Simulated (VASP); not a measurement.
# HgTe (I-4m2) in VASP: settings compared

Aim: see how the results for HgTe move with the level of theory and the settings. Levels: PBEsol, PBEsol+D3(BJ), PBEsol+D4. Tasks: relaxation of cell and atoms, single point.

Everything below comes from runs of VASP 6.6.1. Logs are shortened: lines on timing, memory, paths and dates and some standing lists are left out, and cuts for length are marked.

**1. The cell of the first run**

The structure is tetragonal, space group I-4m2 (No. 119). Conventional cell: a = 6.091 Å, b = 6.091 Å, c = 3.119 Å, α = 90.00°, β = 90.00°, γ = 90.00°. Hg (site symmetry -4m2) has 2 Hg at 3.12 Å and 8 Te at 3.14 to 3.84 Å within 4.1 Å. Te (site symmetry -4m2) has 2 Te at 3.12 Å and 8 Hg at 3.14 to 3.84 Å within 4.1 Å.

**2. Relaxation of cell and atoms, PBEsol**

Contents of INCAR:

```
SYSTEM = HgTe
  PREC = Accurate
  ENCUT = 600
  EDIFF = 1E-6
  ISMEAR = -1
  SIGMA = 0.05
  LREAL = .FALSE.
  LASPH = .TRUE.
  NELM = 60
  ALGO = Normal
  ISIF = 3
  LWAVE = .FALSE.
  LCHARG = .FALSE.
  GGA = PS
  IBRION = 2
  NSW = 80
  EDIFFG = -0.02
```

Contents of KPOINTS:

```
Automatic mesh
0
G
  10 10 10
  0 0 0
```

Contents of POSCAR:

```
HgTe
1.0
   -3.0456030000      3.0456030000      1.5594100000
    3.0456030000     -3.0456030000      1.5594100000
    3.0456030000      3.0456030000     -1.5594100000
Hg Te
1 1
Direct
    0.7500000000      0.2500000000      0.5000000000
    0.0000000000      0.0000000000      0.0000000000
```

Potentials or basis: VASP PAW PBE potentials, release 64 (Hg, Te).

Run with:

```
cat potpaw_PBE.64/Hg/POTCAR potpaw_PBE.64/Te/POTCAR > POTCAR
mpirun -np 1 vasp_std > vasp.out
```

OUTCAR:

```text
SYSTEM = HgTe
   PREC = Accurate
   ENCUT = 600
   EDIFF = 1E-6
   ISMEAR = -1
   LREAL = .FALSE.
   LASPH = .TRUE.
   NELM = 60
   ISIF = 3
   GGA = PS
   IBRION = 2
   NSW = 80
   EDIFFG = -0.02

 ion  position               nearest neighbor table
   1  0.750  0.250  0.500-   2 3.14   2 3.14   2 3.14   2 3.14
   2  0.000  0.000  0.000-   1 3.14   1 3.14   1 3.14   1 3.14

  LATTYP: Found a body centered tetragonal cell.
 ALAT       =     6.0912060000
 C/A-ratio  =     0.5120201156

  Lattice vectors:

 A1 = (  -3.0456030000,   3.0456030000,   1.5594100000)
 A2 = (   3.0456030000,  -3.0456030000,   1.5594100000)
 A3 = (   3.0456030000,   3.0456030000,  -1.5594100000)

Analysis of symmetry for initial positions (statically):
=====================================================================
 Subroutine PRICEL returns:
 Original cell was already a primitive cell.

 Routine SETGRP: Setting up the symmetry group for a
 body centered tetragonal supercell.

 Subroutine GETGRP returns: Found  8 space group operations
 (whereof  8 operations were pure point group operations)
 out of a pool of 16 trial point group operations.

The static configuration has the point symmetry D_2d.

Analysis of symmetry for dynamics (positions and initial velocities):
=====================================================================
 Subroutine PRICEL returns:
 Original cell was already a primitive cell.

 Routine SETGRP: Setting up the symmetry group for a
 body centered tetragonal supercell.

 Subroutine GETGRP returns: Found  8 space group operations
 (whereof  8 operations were pure point group operations)
 out of a pool of 16 trial point group operations.

The dynamic configuration has the point symmetry D_2d.

 Subroutine INISYM returns: Found  8 space group operations
 (whereof  8 operations are pure point group operations),
 and found     1 'primitive' translations

----------------------------------------------------------------------------------------

                                     Primitive cell

  volume of cell :      57.8585

  direct lattice vectors                    reciprocal lattice vectors
    -3.045603000  3.045603000  1.559410000     0.000000000  0.164171102  0.320634086
     3.045603000 -3.045603000  1.559410000     0.164171102  0.000000000  0.320634086
     3.045603000  3.045603000 -1.559410000     0.164171102  0.164171102  0.000000000

  length of vectors
     4.580737366  4.580737366  4.580737366     0.360219888  0.360219888  0.232172999

  position of ions in fractional coordinates (direct lattice)
     0.750000000  0.250000000  0.500000000
     0.000000000  0.000000000  0.000000000

  ion indices of the primitive-cell ions
   primitive index   ion index
                 1           1
                 2           2

----------------------------------------------------------------------------------------

 KPOINTS: Automatic mesh

Automatic generation of k-mesh.
 Grid dimensions read from file:
 generate k-points for:   10   10   10

 Generating k-lattice:

  Cartesian coordinates                     Fractional coordinates (reciprocal lattice)
     0.000000000  0.016417110  0.032063409     0.100000000 -0.000000000  0.000000000
     0.016417110  0.000000000  0.032063409    -0.000000000  0.100000000  0.000000000
     0.016417110  0.016417110  0.000000000     0.000000000  0.000000000  0.100000000

  Length of vectors
     0.036021989  0.036021989  0.023217300

  Shift w.r.t. Gamma in fractional coordinates (k-lattice)
     0.000000000  0.000000000  0.000000000

 Subroutine IBZKPT returns following result:
 ===========================================

 Found    102 irreducible k-points:

 Following reciprocal coordinates:
            Coordinates               Weight
  0.000000  0.000000  0.000000      1.000000
  0.100000  0.000000  0.000000      8.000000
  0.200000  0.000000  0.000000      8.000000
  0.300000  0.000000  0.000000      8.000000
  0.400000  0.000000  0.000000      8.000000
  0.500000  0.000000  0.000000      4.000000
[... 16 lines left out ...]
  0.300000  0.300000  0.000000      8.000000
  0.400000  0.300000  0.000000     16.000000
 [... further k-points ...]
   k-points           NKPTS =    102   k-points in BZ     NKDIM =    102   number of bands    NBANDS=     13
   number of dos      NEDOS =    301   number of ions     NIONS =      2
   total plane-waves  NPLWV =  64000
   dimension x,y,z NGX =    40 NGY =   40 NGZ =   40
   dimension x,y,z NGXF=    80 NGYF=   80 NGZF=   80
   ions per type =               1   1
   NGX,Y,Z   is equivalent  to a cutoff of  14.52, 14.52, 14.52 a.u.
   NGXF,Y,Z  is equivalent  to a cutoff of  29.03, 29.03, 29.03 a.u.
 SYSTEM =  HgTe
   PREC   = accura    normal or accurate (medium, high low for compatibility)
   ISTART =      0    job   : 0-new  1-cont  2-samecut
   ICHARG =      2    charge: 1-file 2-atom 10-const
   ISPIN  =      1    spin polarized calculation?
   LNONCOLLINEAR =      F non collinear calculations
   LSORBIT =      F    spin-orbit coupling
   LASPH  =      T    aspherical Exc in radial PAW
   ENCUT  =  600.0 eV  44.10 Ry    6.64 a.u.   9.15  9.15  9.15*2*pi/ulx,y,z
   NELM   =     60;   NELMIN=  2; NELMDL= -5     # of ELM steps
   EDIFF  = 0.1E-05   stopping-criterion for ELM
   LREAL  =      F    real-space projection
   EDIFFG = -.2E-01   stopping-criterion for IOM
   NSW    =     80    number of steps for IOM
   IBRION =      2    ionic relax: 0-MD 1-quasi-New 2-CG
   NFREE  =      1    steps in history (QN), initial steepest desc. (CG)
   ISIF   =      3    stress and relaxation
   ISYM   =      2    0-nonsym 1-usesym 2-fastsym
   POTIM  = 0.5000    time-step for ionic-motion
   TEBEG  =    0.0;   TEEND  =   0.0 temperature during run
   PSTRESS=    0.0 pullay stress
   NELECT =      18.0000    total number of electrons
   NUPDOWN=      -1.0000    fix difference up-down
   EMIN   =  10.00;   EMAX   =-10.00  energy-range for DOS
   EFERMI =   0.00;   METHOD = LEGACY
   ISMEAR =    -1;   SIGMA  =   0.05  broadening in eV -4-tet -1-fermi 0-gaus
   EFERMI_NEDOS =   21; number of points for ismear=-14 and -15
   IALGO  =     38    algorithm
   IMIX   =      4    mixing-type and parameters
     AMIX     =   0.40;   BMIX     =  1.00
     AMIX_MAG =   1.60;   BMIX_MAG =  1.00
  volume/ion in A,a.u.               =      28.93       195.22
  Fermi-wavevector in a.u.,A,eV,Ry     =   1.109286  2.096246 16.742166  1.230515
  Thomas-Fermi vector in A             =   2.245823
   LORBIT       =      0    0 simple, 1 ext, 2 COOP (PROOUT), +10 PAW based schemes
   GGA     = PS    functional components
   LHFCALC =     F    Hartree Fock is set to
   AEXX    =    0.0000 exact exchange contribution
   IVDW    =     0    specifies the selected vdW correction
   LEPSILON=     F    determine dielectric tensor
   LRPA    =     F    only Hartree local field effects (RPA)
 conjugate gradient relaxation of ions
 non-spin polarized calculation
  energy-cutoff  :      600.00
  volume of cell :       57.86
 maximum number of plane-waves:      1946
 NGX is ok and might be reduce to    40
   NGX = 19   NGY = 19   NGZ = 19

--------------------------------------- Ionic step        1  -------------------------------------------

 number of electron      17.9999999 magnetization

 Free energy of the ion-electron system (eV)
  ---------------------------------------------------
  ext. energy  EPLUGINS =         0.00000000
  ---------------------------------------------------
  free energy    TOTEN  =        -4.04695664 eV

  energy without entropy =       -4.03677080  energy(sigma->0) =       -4.04186372

 E-fermi :   4.2262     XC(G=0):  -9.9928

 val. band max:        4.2168171537   @ k =   0.2000   0.1000  -0.0000
 cond. band min:       4.2523004870   @ k =  -0.4000   0.5000   0.1000
 fundamental gap:      0.0354833333
 Fermi energy:         4.2262478639

 k-point     1 :       0.0000    0.0000    0.0000
  band No.  band energies     occupation
      1      -8.1834      2.00000
      2      -3.1475      2.00000
      3      -2.4368      2.00000
      4      -2.3576      2.00000
      5      -1.9268      2.00000
      6      -1.9268      2.00000
      7       0.7736      2.00000
      8       1.8390      2.00000
      9       1.8390      2.00000
     10       7.7584      0.00000
     11       8.8214      0.00000
     12      11.1312      0.00000
     13      11.1312      0.00000
[... 353 lines left out ...]
 k-point    24 :       0.4000    0.3000    0.0000
  band No.  band energies     occupation
      1      -6.5792      2.00000
      2      -2.5474      2.00000
      3      -2.4801      2.00000
      4      -2.2735      2.00000
      5      -2.1961      2.00000
      6      -2.1837      2.00000
      7      -0.6111      2.00000
      8       1.7816      2.00000
      9       3.2440      2.00000
     10       5.2700      0.00000
     11       7.7541      0.00000
     12       9.4225      0.00000
     13      10.2068      0.00000

 [... further k-points ...]
[... 5 lines left out ...]
  --------------------------------------------------------------------------------------
  -------------------------------------------------------------------------------------
  Total       -1.6640941     -1.6640941     -0.1207797      0.0000000      0.0000000      0.0000000
  in kB      -46.0809647    -46.0809647     -3.3445503      0.0000000      0.0000000      0.0000000
  external PRESSURE =     -31.8354933 kB  Pullay stress =       0.0000000 kB
[... 201 lines left out ...]
  energy  without entropy=       -4.1455857146  energy(sigma->0) =       -4.14810769

--------------------------------------- Ionic step        7  -------------------------------------------

 number of electron      17.9999999 magnetization

 Free energy of the ion-electron system (eV)
  ---------------------------------------------------
  ext. energy  EPLUGINS =         0.00000000
  ---------------------------------------------------
  free energy    TOTEN  =        -4.15086676 eV

  energy without entropy =       -4.14590271  energy(sigma->0) =       -4.14838473

 E-fermi :   5.2561     XC(G=0): -10.3843

 val. band max:        5.2178924245   @ k =  -0.2000  -0.2000   0.1000
 cond. band min:       5.2664867339   @ k =   0.2000   0.0000   0.0000
 fundamental gap:      0.0485943094
 Fermi energy:         5.2560821011

 k-point     1 :       0.0000    0.0000    0.0000
  band No.  band energies     occupation
      1      -7.7249      2.00000
      2      -2.3279      2.00000
      3      -1.8882      2.00000
      4      -1.7778      2.00000
      5      -1.3781      2.00000
      6      -1.3781      2.00000
      7       2.1789      2.00000
      8       2.7408      2.00000
      9       2.7408      2.00000
     10       8.0612      0.00000
     11       9.9272      0.00000
     12      12.9374      0.00000
     13      12.9374      0.00000
[... 353 lines left out ...]
 k-point    24 :       0.4000    0.3000    0.0000
  band No.  band energies     occupation
      1      -6.0184      2.00000
      2      -2.0775      2.00000
      3      -1.9419      2.00000
      4      -1.6572      2.00000
      5      -1.5789      2.00000
      6      -1.4676      2.00000
      7      -0.1755      2.00000
      8       2.3096      2.00000
      9       4.1268      2.00000
     10       6.5252      0.00000
     11       8.2747      0.00000
     12      10.7223      0.00000
     13      11.4963      0.00000

 [... further k-points ...]
[... 5 lines left out ...]
  --------------------------------------------------------------------------------------
  -------------------------------------------------------------------------------------
  Total       -0.0247471     -0.0247471     -0.0092873      0.0000000      0.0000000      0.0000000
  in kB       -0.7427565     -0.7427565     -0.2787491      0.0000000      0.0000000      0.0000000
  external PRESSURE =      -0.5880874 kB  Pullay stress =       0.0000000 kB
[... 17 lines left out ...]
  FREE ENERGIE OF THE ION-ELECTRON SYSTEM (eV)
  ---------------------------------------------------
  free  energy   TOTEN  =        -4.1508667586 eV

  energy  without entropy=       -4.1459027075  energy(sigma->0) =       -4.14838473

 reached required accuracy - stopping structural energy minimisation
```

Run time: 3.5 min. Hardware: 1 thread of Intel Xeon 6975P-C (Granite Rapids), shared host; peak memory 0.33 GiB.

What came out:

* Free energy: -4.1509 eV
* Relaxed volume: 26.69 Å³/atom
* Relaxed cell: a = 4.387 Å, b = 4.387 Å, c = 4.387 Å, α = 97.63°, β = 97.63°, γ = 137.25°
* Space group after relaxing (to 0.1 Å): I-4m2 (No. 119)
* Energy gained by relaxing: 52.0 meV/atom
* Ionic steps: 7
* Pressure after relaxing: -0.1 GPa
* Band gap on the k mesh: zero (bands 9 and 10 overlap by 4.21 eV)

The path:
| step | energy change (eV) | largest force (eV/Å) | pressure (GPa) | volume (Å³) |
| --- | --- | --- | --- | --- |
| 1 | 0.0000 | 0.0000 | -3.18 | 57.86 |
| 2 | -0.0858 | 0.0000 | 0.34 | 53.15 |
| 3 | -0.0876 | 0.0000 | 1.06 | 52.48 |
| 4 | -0.1025 | 0.0000 | 0.69 | 52.77 |
| 5 | -0.1025 | 0.0000 | 0.70 | 52.76 |
| 6 | -0.1037 | 0.0000 | -0.26 | 53.65 |
| 7 | -0.1039 | 0.0000 | -0.06 | 53.38 |

Final structure:
```
Hg Te
1.0
    -2.88899    2.88899    1.59895
     2.88899   -2.88899    1.59895
     2.88899    2.88899   -1.59895
Hg Te
1 1
Cartesian
  0.0000 2.8890 0.7995
  0.0000 0.0000 0.0000
```

Caveat: the PAW data sets were made with another functional, which shifts forces and pressure a little; spin-orbit coupling is left out, which moves the levels of the heavy elements.

**3. Relaxation of cell and atoms, PBEsol+D3(BJ)**

Contents of INCAR:

```
ALGO     = Normal         # electronic algorithm
EDIFF    = 1E-6           # SCF threshold, eV
EDIFFG   = -0.02          # ionic threshold
ENCUT    = 600            # plane-wave cutoff, eV
GGA      = PS             # functional
IBRION   = 2              # ionic algorithm
ISIF     = 3              # what is computed and relaxed
ISMEAR   = -1             # smearing method
IVDW     = 12             # dispersion correction
LASPH    = T              # aspherical terms in the spheres
LCHARG   = F              # write CHGCAR
LREAL    = F              # projectors in reciprocal space
LWAVE    = F              # write WAVECAR
NELM     = 60             # most SCF steps
NSW      = 80             # ionic steps
PREC     = Accurate       # precision mode
SIGMA    = 0.05           # smearing width, eV
```

Contents of KPOINTS:

```
k-points
0
Gamma
  10 10 10
```

POSCAR is that of step 2.

Potentials or basis: VASP PAW PBE potentials, release 64 (Hg, Te).

Run with:

```
cat potpaw_PBE.64/Hg/POTCAR potpaw_PBE.64/Te/POTCAR > POTCAR
mpirun -np 1 vasp_std > vasp.out
```

It took 3.4 min on 1 thread of Intel Xeon 6975P-C (Granite Rapids), shared host; peak memory 0.33 GiB.

The run converged. Its results:

```yaml
Free_energy: -5.0538 eV
Relaxed_volume: 25.46 Å³/atom
Relaxed_cell: a = 4.321 Å, b = 4.321 Å, c = 4.321 Å, α = 97.60°, β = 97.60°, γ = 137.35°
Space_group_after_relaxing_to_0.1_Å: I-4m2 (No. 119)
Energy_gained_by_relaxing: 97.1 meV/atom
Ionic_steps: 7
Pressure_after_relaxing: -0.1 GPa
Band_gap_on_the_k_mesh: zero (bands 9 and 10 overlap by 4.27 eV)
Dispersion_energy_per_atom: -0.462 eV
```

Stress tensor (GPa, compression positive):
```
-0.11  0.00  0.00
 0.00 -0.11  0.00
 0.00  0.00  0.01
```

Step by step:
| step | energy change (eV) | largest force (eV/Å) | pressure (GPa) | volume (Å³) |
| --- | --- | --- | --- | --- |
| 1 | 0.0000 | 0.0000 | -5.47 | 57.86 |
| 2 | -0.1711 | 0.0000 | 1.41 | 49.95 |
| 3 | -0.1718 | 0.0000 | 0.98 | 50.36 |
| 4 | -0.1924 | 0.0000 | 0.88 | 50.29 |
| 5 | -0.1926 | 0.0000 | 0.86 | 50.29 |
| 6 | -0.1938 | 0.0000 | -0.39 | 51.26 |
| 7 | -0.1942 | 0.0000 | -0.07 | 50.93 |

Final structure:
```xyz
2
Lattice="-2.8465 2.8465 1.5714 2.8465 -2.8465 1.5714 2.8465 2.8465 -1.5714" Properties=species:S:1:pos:R:3 pbc="T T T"
Hg    0.0000    2.8465    0.7857
Te    0.0000    0.0000    0.0000
```

Levels at points of the mesh, in eV from the Fermi level:
| k point | band 5 | band 6 | band 7 | band 8 | band 9 | band 10 | band 11 | band 12 | band 13 |
| --- | --- | --- | --- | --- | --- | --- | --- | --- | --- |
| (0.00, 0.00, 0.00) | -6.78 | -6.78 | -3.06 | -2.69 | -2.69 | 3.04 | 4.62 | 7.84 | 7.84 |
| (0.50, 0.00, 0.00) | -6.96 | -6.82 | -4.95 | -2.34 | -1.66 | -0.62 | 3.41 | 3.62 | 6.15 |
| (0.50, 0.50, 0.00) | -6.72 | -6.66 | -6.63 | -0.58 | 2.06 | 2.31 | 2.48 | 3.42 | 8.29 |
| (0.50, 0.50, 0.50) | -6.72 | -6.32 | -5.18 | -5.18 | -4.83 | 2.50 | 6.10 | 9.56 | 9.56 |

Caveat: the PAW data sets were made with another functional, which shifts forces and pressure a little; spin-orbit coupling is left out, which moves the levels of the heavy elements.

(Continued in part 2 of 2.)
